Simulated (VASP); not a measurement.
Tl:

```
Tl
1.0
     0.00000    2.53379    2.53379
     2.53379    0.00000    2.53379
     2.53379    2.53379    0.00000
Tl
2
Cartesian
  -0.6334 -0.6334 -0.6334
  0.6334 0.6334 0.6334
```

This isn't the form of Tl at room conditions, which is hcp.

Base run:

| Quantity | Value |
| --- | --- |
| Program | VASP 6.6.1 |
| Functional | PBEsol |
| Potentials or basis | VASP PAW PBE potentials, release 64 (Tl_d) |
| Cutoff | 520 eV |
| k mesh | 10 × 10 × 10 |
| Occupations | fermi-dirac, width 0.1 eV |
| Spin | no spin polarisation |

Its results: band gap on the k mesh zero (bands 13 and 14 overlap by 10.23 eV); pressure 224.0 GPa.

The run is repeated on the same cell with these changes: further incar settings from ALGO = Normal; EDIFF = 1e-07; NBANDS = 20 to ALGO = Normal; EDIFF = 1e-06; NBANDS = 20; dispersion from none to D3(BJ). What comes out?

Band gap on the k mesh zero (bands 13 and 14 overlap by 10.23 eV); pressure 217.1 GPa.

Caveats: the cell stands under pressure; the PAW data sets were made with another functional, which shifts forces and pressure a little; spin-orbit coupling is left out, which moves the levels of the heavy elements.
